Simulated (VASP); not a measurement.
# HfN in VASP: further runs

The runs below take HfN through electric field gradients, with PBE.

Everything below comes from runs of VASP 6.6.1. Logs are shortened: lines on timing, memory, paths and dates and some standing lists are left out, and cuts for length are marked.

## 1. The cell of the first run

The structure is cubic, space group Fm-3m (No. 225). The conventional cell has a = 4.518 Å, b = 4.518 Å, c = 4.518 Å, α = 90.00°, β = 90.00°, γ = 90.00°. Within 3.0 Å of Hf (site symmetry m-3m) lie 6 N at 2.26 Å. N (site symmetry m-3m) has 6 Hf at 2.26 Å within 3.0 Å.

## 2. Electric field gradients, PBE, non-collinear spin, zero start, spin-orbit coupling

Input file INCAR:

```
PREC = Accurate ; ENCUT = 520
EDIFF = 1E-8 ; ISMEAR = -1
SIGMA = 0.03 ; LREAL = False
LASPH = True ; NELM = 150
ALGO = Normal ; ISIF = 2
LWAVE = False ; LCHARG = False
LNONCOLLINEAR = True ; MAGMOM = 0 0 0 0 0 0
LORBIT = 11 ; LSORBIT = True
GGA_COMPAT = False ; LORBMOM = True
LMAXMIX = 4 ; GGA = PE
LEFG = True ; NBANDS = 27
```

Input file KPOINTS:

```
Automatic mesh
0
Gamma
  10 10 10
```

Input file POSCAR:

```
HfN
1.0
    0.0000000000      2.2590000000      2.2590000000
    2.2590000000      0.0000000000      2.2590000000
    2.2590000000      2.2590000000      0.0000000000
Hf N
1 1
Direct
    0.0000000000      0.0000000000      0.0000000000
    0.5000000000      0.5000000000      0.5000000000
```

Potentials or basis: VASP PAW PBE potentials, release 64 (Hf_pv, N).

Launch:

```
> cat potpaw_PBE.64/Hf_pv/POTCAR potpaw_PBE.64/N/POTCAR > POTCAR
> mpirun -np 1 vasp_ncl > vasp.out
```

OUTCAR:

```text
PREC = Accurate
   ENCUT = 520
   EDIFF = 1E-8
   ISMEAR = -1
   LREAL = False
   LASPH = True
   NELM = 150
   ISIF = 2
   LNONCOLLINEAR = True
   LORBIT = 11
   LSORBIT = True
   GGA = PE

 ion  position               nearest neighbor table
   1  0.000  0.000  0.000-   2 2.26   2 2.26   2 2.26   2 2.26   2 2.26   2 2.26
   2  0.500  0.500  0.500-   1 2.26   1 2.26   1 2.26   1 2.26   1 2.26   1 2.26

  LATTYP: Found a face centered cubic cell.
 ALAT       =     4.5180000000

  Lattice vectors:

 A1 = (   0.0000000000,   2.2590000000,   2.2590000000)
 A2 = (   2.2590000000,   0.0000000000,   2.2590000000)
 A3 = (   2.2590000000,   2.2590000000,   0.0000000000)

Analysis of symmetry for initial positions (statically):
=====================================================================
 Subroutine PRICEL returns:
 Original cell was already a primitive cell.

 Routine SETGRP: Setting up the symmetry group for a
 face centered cubic supercell.

 Subroutine GETGRP returns: Found 48 space group operations
 (whereof 48 operations were pure point group operations)
 out of a pool of 48 trial point group operations.

The static configuration has the point symmetry O_h .

Analysis of symmetry for dynamics (positions and initial velocities):
=====================================================================
 Subroutine PRICEL returns:
 Original cell was already a primitive cell.

 Routine SETGRP: Setting up the symmetry group for a
 face centered cubic supercell.

 Subroutine GETGRP returns: Found 48 space group operations
 (whereof 48 operations were pure point group operations)
 out of a pool of 48 trial point group operations.

The dynamic configuration has the point symmetry O_h .

Analysis of structural, dynamic, and magnetic symmetry:
=====================================================================
 Subroutine PRICEL returns:
 Original cell was already a primitive cell.

 Routine SETGRP: Setting up the symmetry group for a
 face centered cubic supercell.

 Subroutine GETGRP returns: Found 48 space group operations
 (whereof 48 operations were pure point group operations)
 out of a pool of 48 trial point group operations.

The overall configuration has the point symmetry O_h .

 Subroutine INISYM returns: Found 48 space group operations
 (whereof 48 operations are pure point group operations),
 and found     1 'primitive' translations

----------------------------------------------------------------------------------------

                                     Primitive cell

  volume of cell :      23.0557

  direct lattice vectors                    reciprocal lattice vectors
     0.000000000  2.259000000  2.259000000    -0.221336875  0.221336875  0.221336875
     2.259000000  0.000000000  2.259000000     0.221336875 -0.221336875  0.221336875
     2.259000000  2.259000000  0.000000000     0.221336875  0.221336875 -0.221336875

  length of vectors
     3.194708437  3.194708437  3.194708437     0.383366713  0.383366713  0.383366713

  position of ions in fractional coordinates (direct lattice)
     0.000000000  0.000000000  0.000000000
     0.500000000  0.500000000  0.500000000

  ion indices of the primitive-cell ions
   primitive index   ion index
                 1           1
                 2           2

----------------------------------------------------------------------------------------

 KPOINTS: Automatic mesh

Automatic generation of k-mesh.
 Grid dimensions read from file:
 generate k-points for:   10   10   10

 Generating k-lattice:

  Cartesian coordinates                     Fractional coordinates (reciprocal lattice)
    -0.022133687  0.022133687  0.022133687     0.100000000  0.000000000  0.000000000
     0.022133687 -0.022133687  0.022133687     0.000000000  0.100000000  0.000000000
     0.022133687  0.022133687 -0.022133687     0.000000000  0.000000000  0.100000000

  Length of vectors
     0.038336671  0.038336671  0.038336671

  Shift w.r.t. Gamma in fractional coordinates (k-lattice)
     0.000000000  0.000000000  0.000000000

 Subroutine IBZKPT returns following result:
 ===========================================

 Found     47 irreducible k-points:

 Following reciprocal coordinates:
            Coordinates               Weight
  0.000000  0.000000  0.000000      1.000000
[... 79 lines left out ...]

 number of electron      15.0000000 magnetization       0.0000000      0.0000000      0.0000000

 Free energy of the ion-electron system (eV)
  ---------------------------------------------------
  ext. energy  EPLUGINS =         0.00000000
  ---------------------------------------------------
  free energy    TOTEN  =       -22.40101411 eV

  energy without entropy =      -22.39901128  energy(sigma->0) =      -22.40001270

 E-fermi :   8.4092     XC(G=0): -12.7343

 val. band max:        8.3637983060   @ k =  -0.4000   0.3000   0.0000
 cond. band min:       8.4597511572   @ k =  -0.4000   0.4000   0.2000
 fundamental gap:      0.0959528512
 Fermi energy:         8.4091903977

 k-point     1 :       0.0000    0.0000    0.0000
  band No.  band energies     occupation
      1     -27.6024      1.00000
      2     -27.6024      1.00000
      3     -20.5353      1.00000
      4     -20.5353      1.00000
      5     -20.5352      1.00000
      6     -20.5352      1.00000
[... 709 lines left out ...]
     26      17.5403      0.00000
     27      19.6906      0.00000

 [... further k-points ...]
[... 5 lines left out ...]
  --------------------------------------------------------------------------------------
  -------------------------------------------------------------------------------------
  Total        0.4683377      0.4683377      0.4683377      0.0000000     -0.0000000      0.0000000
  in kB       32.5455054     32.5455054     32.5455054      0.0000000     -0.0000000      0.0000000
  external PRESSURE =      32.5455054 kB  Pullay stress =       0.0000000 kB

 VOLUME and BASIS-vectors are now :
 -----------------------------------------------------------------------------
  energy-cutoff  :      520.00
  volume of cell :       23.06
      direct lattice vectors                 reciprocal lattice vectors
     0.000000000  2.259000000  2.259000000    -0.221336875  0.221336875  0.221336875
     2.259000000  0.000000000  2.259000000     0.221336875 -0.221336875  0.221336875
     2.259000000  2.259000000  0.000000000     0.221336875  0.221336875 -0.221336875

 POSITION                                       TOTAL-FORCE (eV/Angst)
 -----------------------------------------------------------------------------------
      0.00000      0.00000      0.00000         0.000000     -0.000000      0.000000
      2.25900      2.25900      2.25900        -0.000000      0.000000     -0.000000
 -----------------------------------------------------------------------------------
    total drift:                               -0.000000     -0.000000     -0.000000

  FREE ENERGIE OF THE ION-ELECTRON SYSTEM (eV)
  ---------------------------------------------------
  free  energy   TOTEN  =       -22.4010141142 eV

  energy  without entropy=      -22.3990112770  energy(sigma->0) =      -22.40001270

 Electric field gradients (V/A^2)
---------------------------------------------------------------------
 ion       V_xx      V_yy      V_zz      V_xy      V_xz      V_yz
---------------------------------------------------------------------
   1      -0.000     0.000    -0.000    -0.000    -0.000    -0.000
   2      -0.000    -0.000    -0.000     0.001     0.001     0.001
---------------------------------------------------------------------

 Electric field gradients after diagonalization (V/A^2)
 (convention: |V_zz| > |V_xx| > |V_yy|)
----------------------------------------------------------------------
 ion       V_xx      V_yy      V_zz     asymmetry (V_yy - V_xx)/ V_zz
----------------------------------------------------------------------
   1       0.000     0.000    -0.001       0.000
   2      -0.001    -0.001     0.002       0.000
----------------------------------------------------------------------

           NMR quadrupolar parameters

 Cq : quadrupolar parameter    Cq=e*Q*V_zz/h
 eta: asymmetry parameters     (V_yy - V_xx)/ V_zz
 Q  : nuclear electric quadrupole moment in mb (millibarn)
----------------------------------------------------------------------
 ion       Cq(MHz)       eta       Q (mb)
----------------------------------------------------------------------
   1      -0.000       0.000       1.000
   2       0.000       0.000       1.000
----------------------------------------------------------------------

 orbital moment (x)

 # of ion     p       d       tot
 ----------------------------------------
  1         0.000  -0.000  -0.000
  2         0.000   0.000   0.000
 ----------------------------------------
            0.000  -0.000  -0.000

 orbital moment (y)

 # of ion     p       d       tot
 ----------------------------------------
  1         0.000   0.000   0.000
  2         0.000   0.000   0.000
 ----------------------------------------
            0.000   0.000   0.000

 orbital moment (z)

 # of ion     p       d       tot
 ----------------------------------------
  1         0.000   0.000   0.000
  2         0.000   0.000   0.000
 ----------------------------------------
            0.000   0.000   0.000

 Spin-Orbit-Coupling matrix elements

 Ion:    1  E_soc:     -1.2932470
 l=   1
     0.0000000    -0.2078928    -0.2078928
    -0.2078928     0.0000000    -0.2078928
    -0.2078928    -0.2078928     0.0000000
 l=   2
     0.0000000    -0.0024080     0.0000000    -0.0024080    -0.0052404
    -0.0024080     0.0000000    -0.0039303    -0.0024080    -0.0013101
     0.0000000    -0.0039303     0.0000000    -0.0039303     0.0000000
    -0.0024080    -0.0024080    -0.0039303     0.0000000    -0.0013101
    -0.0052404    -0.0013101     0.0000000    -0.0013101     0.0000000
 l=   3
     0.0000000     0.0000000     0.0000000     0.0000000     0.0000000     0.0000000     0.0000000
     0.0000000     0.0000000     0.0000000     0.0000000     0.0000000     0.0000000     0.0000000
     0.0000000     0.0000000     0.0000000     0.0000000     0.0000000     0.0000000     0.0000000
     0.0000000     0.0000000     0.0000000     0.0000000     0.0000000     0.0000000     0.0000000
     0.0000000     0.0000000     0.0000000     0.0000000     0.0000000     0.0000000     0.0000000
     0.0000000     0.0000000     0.0000000     0.0000000     0.0000000     0.0000000     0.0000000
     0.0000000     0.0000000     0.0000000     0.0000000     0.0000000     0.0000000     0.0000000

 Ion:    2  E_soc:     -0.0003966
 l=   1
     0.0000000    -0.0000661    -0.0000661
    -0.0000661     0.0000000    -0.0000661
    -0.0000661    -0.0000661     0.0000000
 l=   2
     0.0000000     0.0000000     0.0000000     0.0000000     0.0000000
     0.0000000     0.0000000     0.0000000     0.0000000     0.0000000
     0.0000000     0.0000000     0.0000000     0.0000000     0.0000000
     0.0000000     0.0000000     0.0000000     0.0000000     0.0000000
     0.0000000     0.0000000     0.0000000     0.0000000     0.0000000
 l=   3
     0.0000000     0.0000000     0.0000000     0.0000000     0.0000000     0.0000000     0.0000000
     0.0000000     0.0000000     0.0000000     0.0000000     0.0000000     0.0000000     0.0000000
     0.0000000     0.0000000     0.0000000     0.0000000     0.0000000     0.0000000     0.0000000
     0.0000000     0.0000000     0.0000000     0.0000000     0.0000000     0.0000000     0.0000000
     0.0000000     0.0000000     0.0000000     0.0000000     0.0000000     0.0000000     0.0000000
     0.0000000     0.0000000     0.0000000     0.0000000     0.0000000     0.0000000     0.0000000
     0.0000000     0.0000000     0.0000000     0.0000000     0.0000000     0.0000000     0.0000000

 total charge

# of ion       s       p       d       tot
------------------------------------------
    1        0.291   6.621   1.769   8.680
    2        1.234   2.510   0.000   3.744
--------------------------------------------------
tot          1.525   9.131   1.769  12.425

 magnetization (x)

# of ion       s       p       d       tot
------------------------------------------
    1       -0.000   0.000   0.000  -0.000
    2        0.000  -0.000   0.000  -0.000
--------------------------------------------------
tot         -0.000  -0.000   0.000  -0.000

 magnetization (y)

# of ion       s       p       d       tot
------------------------------------------
    1        0.000   0.000   0.000   0.000
    2       -0.000   0.000   0.000   0.000
--------------------------------------------------
tot          0.000   0.000   0.000   0.000

 magnetization (z)

# of ion       s       p       d       tot
------------------------------------------
    1        0.000   0.000   0.000   0.000
    2        0.000   0.000   0.000   0.000
--------------------------------------------------
tot          0.000   0.000   0.000   0.000
```

Run time: 1.8 min. Hardware: 1 thread of AMD EPYC 7R13, shared host; peak memory 0.19 GiB.

Results:

```yaml
Free_energy: -22.4010 eV
Pressure: 3.3 GPa
Net_moment: 0.00 μB per cell
Valence_electrons_inside_the_program's_atomic_spheres: Hf 8.68; N 3.74
```

Moments on the atoms (μB; x, y, z):
```
Hf  0.00 0.00 0.00
N   0.00 0.00 0.00
```

Caveat: without QUAD_EFG the Cq values of the log hold for a quadrupole moment of 1 mb, not for the nuclei.

## 3. Electric field gradients, PBE (equal xx and yy strain of -2 %)

Input file INCAR:

```
PREC = Accurate
ENCUT = 520
EDIFF = 1E-8
ISMEAR = -1
SIGMA = 0.03
LREAL = False
LASPH = True
NELM = 80
ALGO = Normal
ISIF = 2
LWAVE = False
LCHARG = False
GGA = PE
LEFG = True
NBANDS = 14
```

KPOINTS is that of step 2.

Input file POSCAR:

```
HfN
1.0
    0.0000000000      2.2138200000      2.2590000000
    2.2138200000      0.0000000000      2.2590000000
    2.2138200000      2.2138200000      0.0000000000
Hf N
1 1
Direct
    0.0000000000      0.0000000000      0.0000000000
    0.5000000000      0.5000000000      0.5000000000
```

Potentials or basis: VASP PAW PBE potentials, release 64 (Hf_pv, N).

Launch:

```
> cat potpaw_PBE.64/Hf_pv/POTCAR potpaw_PBE.64/N/POTCAR > POTCAR
> mpirun -np 1 vasp_std > vasp.out
```

OUTCAR:

```text
PREC = Accurate
   ENCUT = 520
   EDIFF = 1E-8
   ISMEAR = -1
   LREAL = False
   LASPH = True
   NELM = 80
   ISIF = 2
   GGA = PE

 ion  position               nearest neighbor table
   1  0.000  0.000  0.000-   2 2.21   2 2.21   2 2.21   2 2.21   2 2.26   2 2.26
   2  0.500  0.500  0.500-   1 2.21   1 2.21   1 2.21   1 2.21   1 2.26   1 2.26

  LATTYP: Found a body centered tetragonal cell.
 ALAT       =     3.1308142687
 C/A-ratio  =     1.4430750636

  Lattice vectors:

 A1 = (  -2.2138200000,   0.0000000000,   2.2590000000)
 A2 = (   2.2138200000,   0.0000000000,   2.2590000000)
 A3 = (   0.0000000000,   2.2138200000,  -2.2590000000)

Analysis of symmetry for initial positions (statically):
=====================================================================
 Subroutine PRICEL returns:
 Original cell was already a primitive cell.

 Routine SETGRP: Setting up the symmetry group for a
 body centered tetragonal supercell.

 Subroutine GETGRP returns: Found 16 space group operations
 (whereof 16 operations were pure point group operations)
 out of a pool of 16 trial point group operations.

The static configuration has the point symmetry D_4h.

Analysis of symmetry for dynamics (positions and initial velocities):
=====================================================================
 Subroutine PRICEL returns:
 Original cell was already a primitive cell.

 Routine SETGRP: Setting up the symmetry group for a
 body centered tetragonal supercell.

 Subroutine GETGRP returns: Found 16 space group operations
 (whereof 16 operations were pure point group operations)
[... 553 lines left out ...]
      5       2.0175      2.00000
      6       4.0860      2.00000
      7       4.6273      2.00000
      8       6.2266      2.00000
      9      13.1155      0.00000
     10      13.5755      0.00000
     11      13.6857      0.00000
     12      14.0659      0.00000
     13      18.0380      0.00000
     14      20.4567      0.00000

 [... further k-points ...]

------------------------ aborting loop because EDIFF is reached ----------------------------------------

  FORCE on cell =-STRESS in cart. coord.  units (eV):
  Direction    XX          YY          ZZ          XY          YZ          ZX
  --------------------------------------------------------------------------------------
  -------------------------------------------------------------------------------------
  Total        2.6742227      2.6742227      1.2050825      0.0000000     -0.0000000      0.0000000
  in kB      193.4983743    193.4983743     87.1959954      0.0000000     -0.0000000      0.0000000
  external PRESSURE =     158.0642480 kB  Pullay stress =       0.0000000 kB

 VOLUME and BASIS-vectors are now :
 -----------------------------------------------------------------------------
  energy-cutoff  :      520.00
  volume of cell :       22.14
      direct lattice vectors                 reciprocal lattice vectors
     0.000000000  2.213820000  2.259000000    -0.225853954  0.225853954  0.221336875
     2.213820000  0.000000000  2.259000000     0.225853954 -0.225853954  0.221336875
     2.213820000  2.213820000  0.000000000     0.225853954  0.225853954 -0.221336875

 POSITION                                       TOTAL-FORCE (eV/Angst)
 -----------------------------------------------------------------------------------
      0.00000      0.00000      0.00000         0.000000      0.000000      0.000000
      2.21382      2.21382      2.25900        -0.000000     -0.000000      0.000000
 -----------------------------------------------------------------------------------
    total drift:                                0.000000     -0.000000     -0.000000

  FREE ENERGIE OF THE ION-ELECTRON SYSTEM (eV)
  ---------------------------------------------------
  free  energy   TOTEN  =       -21.6866014033 eV

  energy  without entropy=      -21.6846621818  energy(sigma->0) =      -21.68563179

 Electric field gradients (V/A^2)
---------------------------------------------------------------------
 ion       V_xx      V_yy      V_zz      V_xy      V_xz      V_yz
---------------------------------------------------------------------
   1     -39.838   -39.838    79.676    -0.001    -0.000    -0.000
   2      -3.738    -3.738     7.477     0.001     0.001     0.001
---------------------------------------------------------------------

 Electric field gradients after diagonalization (V/A^2)
 (convention: |V_zz| > |V_xx| > |V_yy|)
----------------------------------------------------------------------
 ion       V_xx      V_yy      V_zz     asymmetry (V_yy - V_xx)/ V_zz
----------------------------------------------------------------------
   1     -39.838   -39.837    79.676       0.000
   2      -3.739    -3.737     7.477       0.000
----------------------------------------------------------------------

           NMR quadrupolar parameters

 Cq : quadrupolar parameter    Cq=e*Q*V_zz/h
 eta: asymmetry parameters     (V_yy - V_xx)/ V_zz
 Q  : nuclear electric quadrupole moment in mb (millibarn)
----------------------------------------------------------------------
 ion       Cq(MHz)       eta       Q (mb)
----------------------------------------------------------------------
   1       0.193       0.000       1.000
   2       0.018       0.000       1.000
----------------------------------------------------------------------
```

It took 14 s on 1 thread of Intel Xeon 6975P-C (Granite Rapids), shared host; peak memory 0.16 GiB.

Results:

```yaml
Free_energy: -21.6866 eV
Pressure: 15.8 GPa
```

Electric field gradients, principal values (V/Å²):
```csv
atom,least,middle,greatest (by size)
1 Hf,-39.837,-39.838,79.676
2 N,-3.737,-3.739,7.477
```

Caveat: the cell differs from its parent crystal (equal xx and yy strain of -2 %); without QUAD_EFG the Cq values of the log hold for a quadrupole moment of 1 mb, not for the nuclei; spin-orbit coupling is left out, which moves the levels of the heavy elements.

(Part 1 of 3 ends here.)
